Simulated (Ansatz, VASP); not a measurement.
One calculation of B3As, two programs

```
B As
1.0
     3.42929    0.00000    0.00000
    -1.71465    2.96985    0.00000
     0.00000    0.00000    4.00819
B As
3 1
Direct
  0.50000 0.00000 0.00000
  0.00000 0.50000 0.00000
  0.50000 0.50000 0.00000
  0.00000 0.00000 0.50000
```

Alike in both runs: task relaxation of cell and atoms; functional PBE; k mesh 18 × 18 × 12; occupations gaussian, width 0.1 eV; no spin polarisation.

```csv
,VASP,Ansatz
version,VASP 6.6.1,Ansatz 0.2.0
potentials or method,"VASP PAW PBE potentials, release 64 (B, As), cutoff 600 eV","scalar-relativistic, plane waves, PAW"
valence electrons in the cell,14,24
```

```csv
,VASP,Ansatz,Ansatz less VASP
"gap on the k mesh at the Fermi level, each at its own relaxed structure (eV)",none,none,-
relaxed volume (Å³/atom),10.19,10.18,-0.005
relaxed cell length with the largest relative difference (Å),3.987,3.986,-0.0017
```

A gap of «none» marks a metal or a gap that the smearing closes. VASP's potentials hold 14 valence electrons a cell and Ansatz's 24, so a difference there can come from the potentials and not from the codes.
